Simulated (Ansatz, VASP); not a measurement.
MoOs2 in VASP and in Ansatz

```xyz
6
Lattice="2.7636 0.0000 0.0000 0.0000 8.2752 0.0000 0.0000 0.0000 3.8935" Properties=species:S:1:pos:R:3 pbc="T T T"
Mo    0.0000    0.0000    0.0000
Mo    1.3818    4.1376    1.9467
Os   -0.0001    2.7426    0.0000
Os    2.7636    5.5326    0.0000
Os    1.3817    1.3950    1.9467
Os    1.3818    6.8802    1.9467
```

Alike in both runs: functional PBE; k mesh 4 × 4 × 6; occupations gaussian, width 0.1 eV; no spin polarisation.

Ansatz relaxed the structure, and its values are those at the end. VASP's run is a single point on that final structure, the one shown.

|  | VASP | Ansatz |
| --- | --- | --- |
| version | VASP 6.6.1 | Ansatz 0.2.0 |
| potentials or method | VASP PAW PBE potentials, release 64 (Mo_sv, Os), cutoff 600 eV | scalar-relativistic, plane waves, PAW |
| valence electrons in the cell | 60 | 92 |

Ansatz gave:

- gap on the k mesh at the Fermi level (eV): none
- pressure (GPa): 0.1
- rms of the force components (eV/Å): 0.002

Problem. What did VASP give for the same quantities?

Solution. gap on the k mesh at the Fermi level (eV): none; pressure (GPa): 0.3; rms of the force components (eV/Å): 0.003.

A gap of «none» marks a metal or a gap that the smearing closes. With one functional, cell and mesh, what is left measures potentials, basis and numerics. VASP's potentials hold 60 valence electrons a cell and Ansatz's 92, so a difference there can come from the potentials and not from the codes.

The k mesh is coarse, so the values compare programs but aren't converged. Spin-orbit coupling is off throughout.
